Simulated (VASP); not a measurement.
# F (C2/m) in VASP: further runs

The runs below take F through relaxation of shape and atoms at fixed volume, with PBE+D3(BJ).

All numbers are computed with VASP 6.6.1; they aren't measurements. Logs are shortened: lines on timing, memory, paths and dates and some standing lists are left out, and cuts for length are marked.

### 1 The cell of the first run

It takes space group C2/m (No. 12, monoclinic). Conventional cell: a = 5.747 Å, b = 3.281 Å, c = 7.333 Å, α = 90.00°, β = 108.11°, γ = 90.00°. F (site symmetry m) has 1 F at 1.40 Å within 1.9 Å. Within 1.9 Å of F (site symmetry m) lie 1 F at 1.40 Å.

### 2 Relaxation of shape and atoms at fixed volume, PBE+D3(BJ) (volume scaled by 0.94)

INCAR reads:

```
SYSTEM = F
PREC = Accurate ; ENCUT = 600
EDIFF = 1E-6 ; ISMEAR = 0
SIGMA = 0.02 ; LREAL = .False.
LASPH = .True. ; NELM = 100
ALGO = Normal ; ISIF = 4
LWAVE = .False. ; LCHARG = .False.
GGA = PE ; IVDW = 12
IBRION = 2 ; NSW = 50
EDIFFG = -0.01
```

KPOINTS reads:

```
Automatic mesh
0
Gamma
  8 8 4
  0 0 0
```

POSCAR reads:

```
F
1.0
    2.8704398705     -1.6403071904     -0.1339112618
    2.8704398705      1.6403071904     -0.1339112618
   -1.9525843290      0.0000000000      7.0680788841
F
4
Direct
    0.0769543975      0.0769543975      0.0952786877
    0.9230456025      0.9230456025      0.9047213123
    0.5001011253      0.5001011253      0.5955754894
    0.4998988747      0.4998988747      0.4044245106
```

Potentials or basis: VASP PAW PBE potentials, release 64 (F).

Launch:

```bash
$ cat potpaw_PBE.64/F/POTCAR > POTCAR
$ mpirun -np 1 vasp_std > vasp.out
```

OUTCAR:

```text
SYSTEM = F
   PREC = Accurate
   ENCUT = 600
   EDIFF = 1E-6
   ISMEAR = 0
   LREAL = .False.
   LASPH = .True.
   NELM = 100
   ISIF = 4
   GGA = PE
   IVDW = 12
   IBRION = 2
   NSW = 50
   EDIFFG = -0.01
 IVDW          = 12

 ion  position               nearest neighbor table
   1  0.077  0.077  0.095-   2 1.40
   2  0.923  0.923  0.905-   1 1.40
   3  0.500  0.500  0.596-   4 1.40
   4  0.500  0.500  0.404-   3 1.40

  LATTYP: Found a base centered monoclinic cell.
 ALAT       =     5.7471235505
 B/A-ratio  =     0.5708271889
 C/A-ratio  =     1.2759122168
 COS(beta)  =    -0.3109093017

  Lattice vectors:

 A1 = (   2.8704398705,  -1.6403071904,  -0.1339112618)
 A2 = (   2.8704398705,   1.6403071904,  -0.1339112618)
 A3 = (  -1.9525843290,   0.0000000000,   7.0680788841)

Analysis of symmetry for initial positions (statically):
=====================================================================
 Subroutine PRICEL returns:
 Original cell was already a primitive cell.

 Routine SETGRP: Setting up the symmetry group for a
 base centered monoclinic supercell.

 Subroutine GETGRP returns: Found  4 space group operations
 (whereof  4 operations were pure point group operations)
 out of a pool of  4 trial point group operations.

The static configuration has the point symmetry C_2h.

Analysis of symmetry for dynamics (positions and initial velocities):
=====================================================================
 Subroutine PRICEL returns:
 Original cell was already a primitive cell.

 Routine SETGRP: Setting up the symmetry group for a
 base centered monoclinic supercell.

 Subroutine GETGRP returns: Found  4 space group operations
 (whereof  4 operations were pure point group operations)
 out of a pool of  4 trial point group operations.

The dynamic configuration has the point symmetry C_2h.

 Subroutine INISYM returns: Found  4 space group operations
 (whereof  4 operations are pure point group operations),
 and found     1 'primitive' translations

----------------------------------------------------------------------------------------

                                     Primitive cell

  volume of cell :      65.7009

  direct lattice vectors                    reciprocal lattice vectors
     2.870439870 -1.640307190 -0.133911262     0.176463549 -0.304820952  0.048748743
     2.870439870  1.640307190 -0.133911262     0.176463549  0.304820952  0.048748743
    -1.952584329  0.000000000  7.068078884     0.006686529  0.000000000  0.143328340

  length of vectors
     3.308770913  3.308770913  7.332825150     0.355572267  0.355572267  0.143484224

  position of ions in fractional coordinates (direct lattice)
     0.076954398  0.076954398  0.095278688
     0.923045602  0.923045602  0.904721312
     0.500101125  0.500101125  0.595575489
     0.499898875  0.499898875  0.404424511

  ion indices of the primitive-cell ions
   primitive index   ion index
                 1           1
                 2           2
                 3           3
                 4           4

----------------------------------------------------------------------------------------

 KPOINTS: Automatic mesh

Automatic generation of k-mesh.
 Grid dimensions read from file:
 generate k-points for:    8    8    4

 Generating k-lattice:

  Cartesian coordinates                     Fractional coordinates (reciprocal lattice)
     0.022057944 -0.038102619  0.006093593     0.125000000  0.000000000  0.000000000
     0.022057944  0.038102619  0.006093593     0.000000000  0.125000000  0.000000000
     0.001671632  0.000000000  0.035832085     0.000000000  0.000000000  0.250000000

  Length of vectors
     0.044446533  0.044446533  0.035871056

  Shift w.r.t. Gamma in fractional coordinates (k-lattice)
     0.000000000  0.000000000  0.000000000

 Subroutine IBZKPT returns following result:
 ===========================================

 Found     78 irreducible k-points:

 Following reciprocal coordinates:
            Coordinates               Weight
  0.000000  0.000000  0.000000      1.000000
  0.125000  0.000000  0.000000      4.000000
  0.250000  0.000000  0.000000      4.000000
  0.375000 -0.000000  0.000000      4.000000
  0.500000  0.000000  0.000000      2.000000
  0.125000  0.125000  0.000000      2.000000
[... 16 lines left out ...]
  0.125000  0.000000  0.250000      4.000000
  0.250000 -0.000000  0.250000      4.000000
 [... further k-points ...]
   k-points           NKPTS =     78   k-points in BZ     NKDIM =     78   number of bands    NBANDS=     18
   number of dos      NEDOS =    301   number of ions     NIONS =      4
   total plane-waves  NPLWV =  47040
   dimension x,y,z NGX =    28 NGY =   28 NGZ =   60
   dimension x,y,z NGXF=    56 NGYF=   56 NGZF=  120
   ions per type =               4
   NGX,Y,Z   is equivalent  to a cutoff of  14.07, 14.07, 13.60 a.u.
   NGXF,Y,Z  is equivalent  to a cutoff of  28.14, 28.14, 27.21 a.u.
 SYSTEM =  F
   PREC   = accura    normal or accurate (medium, high low for compatibility)
   ISTART =      0    job   : 0-new  1-cont  2-samecut
   ICHARG =      2    charge: 1-file 2-atom 10-const
   ISPIN  =      1    spin polarized calculation?
   LNONCOLLINEAR =      F non collinear calculations
   LSORBIT =      F    spin-orbit coupling
   LASPH  =      T    aspherical Exc in radial PAW
   ENCUT  =  600.0 eV  44.10 Ry    6.64 a.u.   6.61  6.61 14.65*2*pi/ulx,y,z
   NELM   =    100;   NELMIN=  2; NELMDL= -5     # of ELM steps
   EDIFF  = 0.1E-05   stopping-criterion for ELM
   LREAL  =      F    real-space projection
   EDIFFG = -.1E-01   stopping-criterion for IOM
   NSW    =     50    number of steps for IOM
   IBRION =      2    ionic relax: 0-MD 1-quasi-New 2-CG
   NFREE  =      1    steps in history (QN), initial steepest desc. (CG)
   ISIF   =      4    stress and relaxation
   ISYM   =      2    0-nonsym 1-usesym 2-fastsym
   POTIM  = 0.5000    time-step for ionic-motion
   TEBEG  =    0.0;   TEEND  =   0.0 temperature during run
   PSTRESS=    0.0 pullay stress
   NELECT =      28.0000    total number of electrons
   NUPDOWN=      -1.0000    fix difference up-down
   EMIN   =  10.00;   EMAX   =-10.00  energy-range for DOS
   EFERMI =   0.00;   METHOD = LEGACY
   ISMEAR =     0;   SIGMA  =   0.02  broadening in eV -4-tet -1-fermi 0-gaus
   EFERMI_NEDOS =   21; number of points for ismear=-14 and -15
   IALGO  =     38    algorithm
   IMIX   =      4    mixing-type and parameters
     AMIX     =   0.40;   BMIX     =  1.00
     AMIX_MAG =   1.60;   BMIX_MAG =  1.00
  volume/ion in A,a.u.               =      16.43       110.84
  Fermi-wavevector in a.u.,A,eV,Ry     =   1.231980  2.328105 20.650578  1.517775
  Thomas-Fermi vector in A             =   2.366768
   LORBIT       =      0    0 simple, 1 ext, 2 COOP (PROOUT), +10 PAW based schemes
   GGA     = PE    functional components
   LHFCALC =     F    Hartree Fock is set to
   AEXX    =    0.0000 exact exchange contribution
   IVDW    =    12    specifies the selected vdW correction
   LEPSILON=     F    determine dielectric tensor
   LRPA    =     F    only Hartree local field effects (RPA)
 conjugate gradient relaxation of ions
 non-spin polarized calculation
 Gauss-broadening in eV      SIGMA  =   0.02
  energy-cutoff  :      600.00
  volume of cell :       65.70
 maximum number of plane-waves:      2222
 NGX is ok and might be reduce to    28
   NGX = 13   NGY = 13   NGZ = 29

--------------------------------------- Ionic step        1  -------------------------------------------

 number of electron      28.0000000 magnetization

 Free energy of the ion-electron system (eV)
  ---------------------------------------------------
  ext. energy  EPLUGINS =         0.00000000
  ---------------------------------------------------
  free energy    TOTEN  =        -7.28711117 eV

  energy without entropy =       -7.28711117  energy(sigma->0) =       -7.28711117

------------------------ aborting loop because EDIFF is reached ----------------------------------------

 Edisp (eV)   -0.11374

 E8    (eV) :    -0.0248

  FORCE on cell =-STRESS in cart. coord.  units (eV):
  Direction    XX          YY          ZZ          XY          YZ          ZX
  --------------------------------------------------------------------------------------
  -------------------------------------------------------------------------------------
  Total       0.18985    -0.07820     2.16232     0.00000     0.00000     0.10167
  in kB       4.62971    -1.90688    52.73003     0.00000     0.00000     2.47931
  external pressure =       18.48 kB  Pullay stress =        0.00 kB
[... 103 lines left out ...]
  FREE ENERGIE OF THE ION-ELECTRON SYSTEM (eV)
  ---------------------------------------------------
  free  energy   TOTEN  =        -7.4227782664 eV

  energy  without entropy=       -7.4227782664  energy(sigma->0) =       -7.42277827

[... ionic steps 4 to 21 ...]

--------------------------------------- Ionic step       22  -------------------------------------------

 number of electron      27.9999998 magnetization

------------------------ aborting loop because EDIFF is reached ----------------------------------------

 Edisp (eV)   -0.11373

 E8    (eV) :    -0.0248
[... 73 lines left out ...]
  energy  without entropy=       -7.4235498378  energy(sigma->0) =       -7.42354984

--------------------------------------- Ionic step       24  -------------------------------------------

 number of electron      27.9999998 magnetization

 Free energy of the ion-electron system (eV)
  ---------------------------------------------------
  ext. energy  EPLUGINS =         0.00000000
  ---------------------------------------------------
  free energy    TOTEN  =        -7.30983447 eV

  energy without entropy =       -7.30983447  energy(sigma->0) =       -7.30983447

 E-fermi :  -5.0962     XC(G=0):  -7.5112

 val. band max:       -5.2658782038   @ k =   0.5000   0.5000   0.0000
 cond. band min:      -2.6802255718   @ k =   0.0000   0.0000   0.0000
 fundamental gap:      2.5856526321
 Fermi energy:        -5.0961849773

 k-point     1 :       0.0000    0.0000    0.0000
  band No.  band energies     occupation
      1     -30.0634      2.00000
      2     -29.9172      2.00000
      3     -24.0804      2.00000
      4     -23.7377      2.00000
      5     -11.8402      2.00000
      6     -11.0463      2.00000
[... 10 lines left out ...]
     17       3.7800      0.00000
     18       6.0916      0.00000
[... 466 lines left out ...]
      2     -29.9077      2.00000
      3     -23.9373      2.00000
      4     -23.8347      2.00000
      5     -11.5530      2.00000
      6     -11.3266      2.00000
[... 10 lines left out ...]
     17       5.5656      0.00000
     18       6.4098      0.00000

 [... further k-points ...]

------------------------ aborting loop because EDIFF is reached ----------------------------------------

 Edisp (eV)   -0.11373

 E8    (eV) :    -0.0248

  FORCE on cell =-STRESS in cart. coord.  units (eV):
  Direction    XX          YY          ZZ          XY          YZ          ZX
  --------------------------------------------------------------------------------------
  -------------------------------------------------------------------------------------
  Total      -0.05995    -0.07821    -0.06742     0.00000     0.00000    -0.00676
  in kB      -1.46188    -1.90733    -1.64410     0.00000     0.00000    -0.16487
  external pressure =       -1.67 kB  Pullay stress =        0.00 kB
[... 19 lines left out ...]
  FREE ENERGIE OF THE ION-ELECTRON SYSTEM (eV)
  ---------------------------------------------------
  free  energy   TOTEN  =        -7.4235634890 eV

  energy  without entropy=       -7.4235634890  energy(sigma->0) =       -7.42356349

 reached required accuracy - stopping structural energy minimisation
```

Run time: 15 min. Hardware: 1 thread of Oxide Virtual Turin-like, shared host; peak memory 0.22 GiB.

Results:

```
Free energy                  : -7.4236 eV
Energy gained by relaxing    : 5.7 meV/atom
Ionic steps                  : 24
Pressure after relaxing      : -0.2 GPa
Largest force after relaxing : 0.009 eV/Å
Band gap on the k mesh       : 2.59 eV, indirect (least direct gap 2.66 eV)
Dispersion energy per atom   : -0.028 eV
```

Forces in eV/Å, atoms in the order of the input:
```
F    0.007  0.000 -0.006
F   -0.007  0.000  0.006
F   -0.003  0.000  0.005
F    0.003  0.000 -0.005
```

The path:
```
step  energy change (eV)  largest force (eV/Å)  pressure (GPa)  volume (Å³)
   1              0.0000                0.9075            1.85        65.70
   2              0.1775                2.1482           -5.60        65.70
   3             -0.0219                0.0302           -0.29        65.70
   4             -0.0220                0.0073           -0.24        65.70
   5             -0.0220                0.0230           -0.19        65.70
   6             -0.0220                0.0238           -0.19        65.70
   7             -0.0221                0.0496           -0.20        65.70
   8             -0.0221                0.1005           -0.18        65.70
   9             -0.0221                0.0783           -0.17        65.70
  10             -0.0221                0.0765           -0.18        65.70
  11             -0.0221                0.0677           -0.19        65.70
  12             -0.0222                0.0513           -0.21        65.70
  13             -0.0223                0.0227           -0.23        65.70
  14             -0.0224                0.0444           -0.25        65.70
  15             -0.0224                0.0553           -0.27        65.70
  16             -0.0225                0.0447           -0.24        65.70
  17             -0.0226                0.0541           -0.14        65.70
  18             -0.0226                0.0699           -0.11        65.70
  19             -0.0227                0.0440           -0.13        65.70
  20             -0.0227                0.0317           -0.14        65.70
  21             -0.0227                0.0289           -0.14        65.70
  22             -0.0227                0.0247           -0.13        65.70
  23             -0.0227                0.0272           -0.14        65.70
  24             -0.0227                0.0089           -0.17        65.70
```

Final structure:
```cif
data_structure
_symmetry_space_group_name_H-M 'P 1'
_symmetry_Int_Tables_number 1
_cell_length_a 3.3322
_cell_length_b 3.3322
_cell_length_c 7.2715
_cell_angle_alpha 106.274
_cell_angle_beta 106.274
_cell_angle_gamma 59.275
_cell_volume 65.70
loop_
_atom_site_label
_atom_site_type_symbol
_atom_site_fract_x
_atom_site_fract_y
_atom_site_fract_z
_atom_site_occupancy
F1 F 0.07986 0.07986 0.09807 1
F2 F 0.92014 0.92014 0.90193 1
F3 F 0.50085 0.50085 0.59828 1
F4 F 0.49915 0.49915 0.40172 1
```

Caveat: the cell differs from its parent crystal (volume scaled by 0.94). A k mesh can miss the band edges.

[end of part 1 of 2]
